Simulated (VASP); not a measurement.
# Ti (Pm-3m) in VASP: further runs

Ti is run at these levels: PBEsol; tasks: single point.

Program: VASP 6.6.1. These are calculated values, not measurements. Logs are shortened: lines on timing, memory, paths and dates and some standing lists are left out, and cuts for length are marked.

### Step 1. The cell of the first run

Symmetry: Pm-3m, No. 221, cubic system. Conventional cell: a = 2.189 Å, b = 2.189 Å, c = 2.189 Å, α = 90.00°, β = 90.00°, γ = 90.00°. Ti (site symmetry m-3m) has 6 Ti at 2.19 Å within 2.9 Å.

### Step 2. Single point, PBEsol (volume scaled by 0.6)

INCAR reads:

```
SYSTEM = Ti
PREC = Accurate ; ENCUT = 520
EDIFF = 1E-6 ; ISMEAR = -1
SIGMA = 0.08 ; LREAL = .False.
LASPH = .True. ; NELM = 80
ALGO = Normal ; ISIF = 2
LWAVE = .False. ; LCHARG = .False.
GGA = PS ; NBANDS = 12
```

KPOINTS reads:

```
regular mesh
0
Gamma
  14 14 14
  0 0 0
```

POSCAR reads:

```
Ti
1.0
    2.1893947306      0.0000000000      0.0000000000
    0.0000000000      2.1893947306      0.0000000000
    0.0000000000      0.0000000000      2.1893947306
Ti
1
Direct
    0.0000000000      0.0000000000      0.0000000000
```

Potentials or basis: VASP PAW PBE potentials, release 64 (Ti_sv).

Command:

```console
$ cat potpaw_PBE.64/Ti_sv/POTCAR > POTCAR
$ mpirun -np 1 vasp_std > vasp.out
```

OUTCAR:

```text
SYSTEM = Ti
   PREC = Accurate
   ENCUT = 520
   EDIFF = 1E-6
   ISMEAR = -1
   LREAL = .False.
   LASPH = .True.
   NELM = 80
   ISIF = 2
   GGA = PS

 ion  position               nearest neighbor table
   1  0.000  0.000  0.000-

  LATTYP: Found a simple cubic cell.
 ALAT       =     2.1893947306

  Lattice vectors:

 A1 = (   2.1893947306,   0.0000000000,   0.0000000000)
 A2 = (   0.0000000000,   2.1893947306,   0.0000000000)
 A3 = (   0.0000000000,   0.0000000000,   2.1893947306)

Analysis of symmetry for initial positions (statically):
=====================================================================
 Subroutine PRICEL returns:
 Original cell was already a primitive cell.

 Routine SETGRP: Setting up the symmetry group for a
 simple cubic supercell.

 Subroutine GETGRP returns: Found 48 space group operations
 (whereof 48 operations were pure point group operations)
 out of a pool of 48 trial point group operations.

The static configuration has the point symmetry O_h .

Analysis of symmetry for dynamics (positions and initial velocities):
=====================================================================
 Subroutine PRICEL returns:
 Original cell was already a primitive cell.

 Routine SETGRP: Setting up the symmetry group for a
 simple cubic supercell.

 Subroutine GETGRP returns: Found 48 space group operations
 (whereof 48 operations were pure point group operations)
 out of a pool of 48 trial point group operations.

The dynamic configuration has the point symmetry O_h .

 Subroutine INISYM returns: Found 48 space group operations
 (whereof 48 operations are pure point group operations),
 and found     1 'primitive' translations

----------------------------------------------------------------------------------------

                                     Primitive cell

  volume of cell :      10.4948

  direct lattice vectors                    reciprocal lattice vectors
     2.189394731  0.000000000  0.000000000     0.456747240  0.000000000  0.000000000
     0.000000000  2.189394731  0.000000000     0.000000000  0.456747240  0.000000000
     0.000000000  0.000000000  2.189394731     0.000000000  0.000000000  0.456747240

  length of vectors
     2.189394731  2.189394731  2.189394731     0.456747240  0.456747240  0.456747240

  position of ions in fractional coordinates (direct lattice)
     0.000000000  0.000000000  0.000000000

  ion indices of the primitive-cell ions
   primitive index   ion index
                 1           1

----------------------------------------------------------------------------------------

 KPOINTS: regular mesh

Automatic generation of k-mesh.
 Grid dimensions read from file:
 generate k-points for:   14   14   14

 Generating k-lattice:

  Cartesian coordinates                     Fractional coordinates (reciprocal lattice)
     0.032624803  0.000000000  0.000000000     0.071428571  0.000000000  0.000000000
     0.000000000  0.032624803  0.000000000     0.000000000  0.071428571  0.000000000
     0.000000000  0.000000000  0.032624803     0.000000000  0.000000000  0.071428571

  Length of vectors
     0.032624803  0.032624803  0.032624803

  Shift w.r.t. Gamma in fractional coordinates (k-lattice)
     0.000000000  0.000000000  0.000000000

 Subroutine IBZKPT returns following result:
 ===========================================

 Found    120 irreducible k-points:

 Following reciprocal coordinates:
            Coordinates               Weight
  0.000000  0.000000  0.000000      1.000000
  0.071429  0.000000  0.000000      6.000000
  0.142857  0.000000  0.000000      6.000000
  0.214286  0.000000  0.000000      6.000000
  0.285714  0.000000  0.000000      6.000000
  0.357143  0.000000  0.000000      6.000000
[... 16 lines left out ...]
  0.285714  0.214286  0.000000     24.000000
  0.357143  0.214286  0.000000     24.000000
 [... further k-points ...]
   k-points           NKPTS =    120   k-points in BZ     NKDIM =    120   number of bands    NBANDS=     12
   number of dos      NEDOS =    301   number of ions     NIONS =      1
   total plane-waves  NPLWV =   4096
   dimension x,y,z NGX =    16 NGY =   16 NGZ =   16
   dimension x,y,z NGXF=    32 NGYF=   32 NGZF=   32
   ions per type =               1
   NGX,Y,Z   is equivalent  to a cutoff of  12.15, 12.15, 12.15 a.u.
   NGXF,Y,Z  is equivalent  to a cutoff of  24.30, 24.30, 24.30 a.u.
 SYSTEM =  Ti
   PREC   = accura    normal or accurate (medium, high low for compatibility)
   ISTART =      0    job   : 0-new  1-cont  2-samecut
   ICHARG =      2    charge: 1-file 2-atom 10-const
   ISPIN  =      1    spin polarized calculation?
   LNONCOLLINEAR =      F non collinear calculations
   LSORBIT =      F    spin-orbit coupling
   LASPH  =      T    aspherical Exc in radial PAW
   ENCUT  =  520.0 eV  38.22 Ry    6.18 a.u.   4.07  4.07  4.07*2*pi/ulx,y,z
   NELM   =     80;   NELMIN=  2; NELMDL= -5     # of ELM steps
   EDIFF  = 0.1E-05   stopping-criterion for ELM
   LREAL  =      F    real-space projection
   EDIFFG = 0.1E-04   stopping-criterion for IOM
   NSW    =      0    number of steps for IOM
   IBRION =     -1    ionic relax: 0-MD 1-quasi-New 2-CG
   NFREE  =      0    steps in history (QN), initial steepest desc. (CG)
   ISIF   =      2    stress and relaxation
   ISYM   =      2    0-nonsym 1-usesym 2-fastsym
   POTIM  = 0.5000    time-step for ionic-motion
   TEBEG  =    0.0;   TEEND  =   0.0 temperature during run
   PSTRESS=    0.0 pullay stress
   NELECT =      12.0000    total number of electrons
   NUPDOWN=      -1.0000    fix difference up-down
   EMIN   =  10.00;   EMAX   =-10.00  energy-range for DOS
   EFERMI =   0.00;   METHOD = LEGACY
   ISMEAR =    -1;   SIGMA  =   0.08  broadening in eV -4-tet -1-fermi 0-gaus
   EFERMI_NEDOS =   21; number of points for ismear=-14 and -15
   IALGO  =     38    algorithm
   IMIX   =      4    mixing-type and parameters
     AMIX     =   0.40;   BMIX     =  1.00
     AMIX_MAG =   1.60;   BMIX_MAG =  1.00
  volume/ion in A,a.u.               =      10.49        70.82
  Fermi-wavevector in a.u.,A,eV,Ry     =   1.711898  3.235018 39.873155  2.930594
  Thomas-Fermi vector in A             =   2.789927
   LORBIT       =      0    0 simple, 1 ext, 2 COOP (PROOUT), +10 PAW based schemes
   GGA     = PS    functional components
   LHFCALC =     F    Hartree Fock is set to
   AEXX    =    0.0000 exact exchange contribution
   IVDW    =     0    specifies the selected vdW correction
   LEPSILON=     F    determine dielectric tensor
   LRPA    =     F    only Hartree local field effects (RPA)
 non-spin polarized calculation
  energy-cutoff  :      520.00
  volume of cell :       10.49
 maximum number of plane-waves:       300
   NGX =  9   NGY =  9   NGZ =  9

 number of electron      12.0000013 magnetization

 Free energy of the ion-electron system (eV)
  ---------------------------------------------------
  ext. energy  EPLUGINS =         0.00000000
  ---------------------------------------------------
  free energy    TOTEN  =        -5.96861140 eV

  energy without entropy =       -5.94350466  energy(sigma->0) =       -5.95605803

 E-fermi :  14.5142     XC(G=0): -14.1854

 val. band max:       14.4981115479   @ k =   0.5000   0.1429   0.0000
 cond. band min:      14.5165410283   @ k =   0.5000   0.5000   0.2143
 fundamental gap:      0.0184294804
 Fermi energy:        14.5141659994

 k-point     1 :       0.0000    0.0000    0.0000
  band No.  band energies     occupation
      1     -42.1622      2.00000
      2     -16.1575      2.00000
      3     -16.1575      2.00000
      4     -16.1575      2.00000
      5       8.2711      2.00000
      6      11.3719      2.00000
      7      11.3719      2.00000
      8      21.4120      0.00000
      9      21.4120      0.00000
     10      21.4120      0.00000
     11      37.5828      0.00000
     12      37.5828      0.00000

 k-point     2 :       0.0714    0.0000    0.0000
  band No.  band energies     occupation
      1     -42.1249      2.00000
      2     -16.3747      2.00000
      3     -16.1392      2.00000
      4     -16.1392      2.00000
      5       8.4972      2.00000
      6      11.4333      2.00000
      7      11.6378      2.00000
      8      21.1593      0.00000
      9      21.1593      0.00000
     10      21.4305      0.00000
     11      36.3578      0.00000
     12      37.9418      0.00000

 k-point     3 :       0.1429    0.0000    0.0000
  band No.  band energies     occupation
      1     -42.0185      2.00000
      2     -16.9631      2.00000
      3     -16.0875      2.00000
      4     -16.0875      2.00000
      5       9.0914      2.00000
      6      11.6091      2.00000
      7      12.4205      2.00000
      8      20.4958      0.00000
      9      20.4958      0.00000
     10      21.4826      0.00000
     11      33.9987      0.00000
     12      38.9278      0.00000
[... 286 lines left out ...]
 k-point    23 :       0.2857    0.2143    0.0000
  band No.  band energies     occupation
      1     -41.3890      2.00000
      2     -18.3818      2.00000
      3     -17.4338      2.00000
      4     -15.7893      2.00000
      5      11.4967      2.00000
      6      13.1481      2.00000
      7      15.7039      0.00000
      8      18.4611      0.00000
      9      19.0180      0.00000
     10      20.0828      0.00000
     11      30.8162      0.00000
     12      34.8251      0.00000

 k-point    24 :       0.3571    0.2143    0.0000
  band No.  band energies     occupation
      1     -41.2235      2.00000
      2     -19.0805      2.00000
      3     -17.3253      2.00000
      4     -15.7145      2.00000
      5      11.7174      2.00000
      6      13.2352      2.00000
      7      16.0491      0.00000
      8      18.3572      0.00000
      9      19.5326      0.00000
     10      20.1911      0.00000
     11      29.2134      0.00000
     12      35.3944      0.00000

 [... further k-points ...]

------------------------ aborting loop because EDIFF is reached ----------------------------------------

  FORCE on cell =-STRESS in cart. coord.  units (eV):
  Direction    XX          YY          ZZ          XY          YZ          ZX
  --------------------------------------------------------------------------------------
  -------------------------------------------------------------------------------------
  Total        6.9012122      6.9012122      6.9012122      0.0000000      0.0000000      0.0000000
  in kB     1053.5708838   1053.5708838   1053.5708838      0.0000000      0.0000000      0.0000000
  external PRESSURE =    1053.5708838 kB  Pullay stress =       0.0000000 kB

 VOLUME and BASIS-vectors are now :
 -----------------------------------------------------------------------------
  energy-cutoff  :      520.00
  volume of cell :       10.49
      direct lattice vectors                 reciprocal lattice vectors
     2.189394731  0.000000000  0.000000000     0.456747240  0.000000000  0.000000000
     0.000000000  2.189394731  0.000000000     0.000000000  0.456747240  0.000000000
     0.000000000  0.000000000  2.189394731     0.000000000  0.000000000  0.456747240

 POSITION                                       TOTAL-FORCE (eV/Angst)
 -----------------------------------------------------------------------------------
      0.00000      0.00000      0.00000         0.000000      0.000000      0.000000
 -----------------------------------------------------------------------------------
    total drift:                               -0.000000     -0.000000     -0.000000

  FREE ENERGIE OF THE ION-ELECTRON SYSTEM (eV)
  ---------------------------------------------------
  free  energy   TOTEN  =        -5.9686113963 eV

  energy  without entropy=       -5.9435046614  energy(sigma->0) =       -5.95605803
```

Run time: 8 s. Hardware: 1 thread of AMD EPYC 7R43 (Zen 3), shared host; peak memory 0.08 GiB.

Results:

```yaml
Free_energy: -5.9686 eV
Pressure: 105.4 GPa
Band_gap_on_the_k_mesh: zero (band 6 reaches 16.07 eV, above the bottom of band 7 at 11.12 eV)
```

Levels at points of the mesh, in eV from the Fermi level:
| k point | band 3 | band 4 | band 5 | band 6 | band 7 | band 8 | band 9 | band 10 |
| --- | --- | --- | --- | --- | --- | --- | --- | --- |
| (0.00, 0.00, 0.00) | -30.67 | -30.67 | -6.24 | -3.14 | -3.14 | 6.90 | 6.90 | 6.90 |
| (0.50, 0.00, 0.00) | -30.29 | -30.29 | -1.74 | -1.46 | 1.45 | 2.90 | 2.90 | 7.28 |
| (0.50, 0.50, 0.00) | -33.76 | -29.94 | -6.18 | 0.06 | 3.84 | 3.84 | 9.30 | 10.07 |
| (0.50, 0.50, 0.50) | -33.14 | -33.14 | -3.39 | -3.39 | -3.39 | 9.53 | 9.53 | 9.57 |

Caveat: the PAW data sets were made with another functional, which shifts forces and pressure a little.

### Step 3. Single point, PBEsol (volume scaled by 0.68)

INCAR reads:

```
SYSTEM = Ti
ALGO = Normal ; EDIFF = 1E-6
ENCUT = 520 ; GGA = PS
ISIF = 2 ; ISMEAR = -1
LASPH = .TRUE. ; LCHARG = .FALSE.
LREAL = .FALSE. ; LWAVE = .FALSE.
NBANDS = 12 ; NELM = 80
PREC = Accurate ; SIGMA = 0.08
```

KPOINTS reads:

```
k-points
0
G
  14 14 14
  0 0 0
```

POSCAR reads:

```
Ti
1.0
    2.2826708312      0.0000000000      0.0000000000
    0.0000000000      2.2826708312      0.0000000000
    0.0000000000      0.0000000000      2.2826708312
Ti
1
Direct
    0.0000000000      0.0000000000      0.0000000000
```

Potentials or basis: VASP PAW PBE potentials, release 64 (Ti_sv).

Command:

```console
$ cat potpaw_PBE.64/Ti_sv/POTCAR > POTCAR
$ mpirun -np 1 vasp_std > vasp.out
```

Run time: 11 s. Hardware: 1 thread of AMD EPYC 7R43 (Zen 3), shared host; peak memory 0.09 GiB.

Results (log left out):

* Free energy: -6.6918 eV
* Pressure: 63.6 GPa
* Band gap on the k mesh: zero (band 6 reaches 13.95 eV, above the bottom of band 7 at 9.93 eV)

Levels at points of the mesh, in eV from the Fermi level:
```csv
k point,band 3,band 4,band 5,band 6,band 7,band 8,band 9,band 10
"(0.00, 0.00, 0.00)",-31.05,-31.05,-6.34,-2.60,-2.60,6.12,6.12,6.12
"(0.50, 0.00, 0.00)",-30.77,-30.77,-1.68,-1.38,0.83,2.73,2.73,6.45
"(0.50, 0.50, 0.00)",-33.37,-30.52,-5.20,0.00,3.52,3.52,8.17,8.64
"(0.50, 0.50, 0.50)",-32.92,-32.92,-2.75,-2.75,-2.75,8.37,8.37,9.49
```

Caveat: the PAW data sets were made with another functional, which shifts forces and pressure a little.

(Part 1 of 2 ends here.)
